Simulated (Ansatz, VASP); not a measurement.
CaSe: VASP beside Ansatz

File INCAR:

```
SYSTEM = CaSe
ALGO = Normal
EDIFF = 1E-7
ENCUT = 520
GGA = PE
ISIF = 2
ISMEAR = -1
LASPH = .True.
LCHARG = .False.
LREAL = .False.
LWAVE = .False.
NBANDS = 15
NELM = 80
PREC = Accurate
SIGMA = 0.02
```

Contents of KPOINTS:

```
k-points
0
Gamma
  8 8 8
  0 0 0
```

The input POSCAR:

```
CaSe
1.0
    3.6461027249      0.0596604557      0.0596604557
    0.0596604557      3.6461027249      0.0596604557
    0.0596604557      0.0596604557      3.6461027249
Ca Se
1 1
Direct
    0.0000000000      0.0000000000      0.0000000000
    0.5000000000      0.5000000000      0.5000000000
```

Input for Ansatz:

```yaml
crystal:
  lattice:
    - [3.6461027249, 0.0596604557, 0.0596604557]
    - [0.0596604557, 3.6461027249, 0.0596604557]
    - [0.0596604557, 0.0596604557, 3.6461027249]
  atoms:
    - { symbol: Ca, position: [0.0, 0.0, 0.0] }
    - { symbol: Se, position: [0.5, 0.5, 0.5] }
kpoints:
  mp_grid: { grid: [8, 8, 8] }
  band_path:
    path:
      - [0.0, 0.0, 0.0]
      - [0.0, 0.5, 0.0]
      - [0.5, 0.5, 0.0]
      - [0.5, 0.5, 0.5]
      - [0.0, 0.5, 0.5]
    npoints: 1
hamiltonian:
  xc: pbe
scf:
  occupations: { method: fermi_dirac, width: 0.02 }
  n_extra_bands: 4
output:
  forces: true
  stress: true
  eigenvalues: true
```

Change from the starting cell: epitaxial_111 strain -1.3%.

Alike in both runs: task single point; functional PBE; k mesh 8 × 8 × 8; occupations fermi-dirac, width 0.02 eV; no spin polarisation.

|  | VASP | Ansatz |
| --- | --- | --- |
| version | VASP 6.6.1 | Ansatz 0.2.0 |
| potentials or method | VASP PAW PBE potentials, release 64 (Ca_sv, Se) | plane waves, PAW |
| plane-wave cutoff (eV) | 520 | 420 |
| valence electrons in the cell | 16 | 26 |

|  | VASP | Ansatz | Ansatz less VASP |
| --- | --- | --- | --- |
| gap on the k mesh at the Fermi level (eV) | 0.80 | 0.80 | +0.007 |
| pressure (GPa) | 0.5 | 0.3 | -0.16 |
| traceless stress, the component that is largest in VASP (GPa) | 0.16 | 0.17 | +0.012 |

VASP's potentials hold 16 valence electrons a cell and Ansatz's 26, so a difference there can come from the potentials and not from the codes.
